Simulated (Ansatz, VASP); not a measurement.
## Li2Pt: VASP beside Ansatz

```
CELL_PARAMETERS angstrom
4.18600 0.00000 0.00000
-2.09300 3.62518 0.00000
0.00000 0.00000 16.00000
ATOMIC_POSITIONS crystal
Li 0.33333 0.66667 0.54158
Li 0.66667 0.33333 0.54158
Pt 0.00000 0.00000 0.45842
```

Alike in both runs: task single point; functional PBE; k mesh 6 × 6 × 1; occupations gaussian, width 0.1 eV; no spin polarisation.

```csv
,VASP,Ansatz
version,VASP 6.6.1,Ansatz 0.2.0
potentials or method,"VASP PAW PBE potentials, release 64 (Li_sv, Pt), cutoff 520 eV","scalar-relativistic, plane waves, PAW"
valence electrons in the cell,16,24
```

|  | VASP | Ansatz | Ansatz less VASP |
| --- | --- | --- | --- |
| gap on the k mesh at the Fermi level (eV) | 0.32 | 0.33 | +0.009 |
| least direct gap on the mesh (eV) | 0.90 | 0.91 | +0.006 |
| rms of the force components (eV/Å) | 0.953 | 0.951 | -0.0021 |

Atom by atom the forces differ by 0.002 eV/Å (rms over components). The functional is the same, so the differences come from potentials, cutoffs and numerics. VASP's potentials hold 16 valence electrons a cell and Ansatz's 24, so a difference there can come from the potentials and not from the codes. Ansatz's warnings: slab cell height set.

Neither program's run includes spin-orbit coupling. Noted on VASP's run: the cutoff is short for stress, so the pressure is rough.
